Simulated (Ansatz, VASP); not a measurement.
# Two plane-wave programs on Mg3CdSe4

```
Mg Cd Se
1.0
     6.04379    0.00000    0.00000
     0.00000    6.04379    0.00000
     0.00000    0.00000    6.04379
Mg Cd Se
3 1 4
Direct
  0.00000 0.50000 0.50000
  0.50000 0.00000 0.50000
  0.50000 0.50000 0.00000
  0.00000 0.00000 0.00000
  0.25565 0.25565 0.74435
  0.25565 0.74435 0.25565
  0.74435 0.25565 0.25565
  0.74435 0.74435 0.74435
```

Alike in both runs: functional PBE; k mesh 6 × 6 × 6; occupations gaussian, width 0.02 eV; no spin polarisation.

Ansatz relaxed the structure, and its values are those at the end. VASP's run is a single point on that final structure, the one shown.

|  | VASP | Ansatz |
| --- | --- | --- |
| version | VASP 6.6.1 | Ansatz 0.2.0 |
| potentials or method | VASP PAW PBE potentials, release 64 (Mg, Cd, Se), cutoff 520 eV | scalar-relativistic, plane waves, PAW |
| valence electrons in the cell | 42 | 114 |

|  | VASP | Ansatz | Ansatz less VASP |
| --- | --- | --- | --- |
| gap on the k mesh at the Fermi level (eV) | 1.93 | 1.93 | +0.004 |
| least direct gap on the mesh (eV) | 1.93 | 1.93 | +0.004 |
| pressure (GPa) | 0.0 | 0.0 | -0.03 |
| rms of the force components (eV/Å) | 0.017 | 0.005 | -0.0123 |

With one functional, cell and mesh, what is left measures potentials, basis and numerics. VASP's potentials hold 42 valence electrons a cell and Ansatz's 114, so a difference there can come from the potentials and not from the codes.
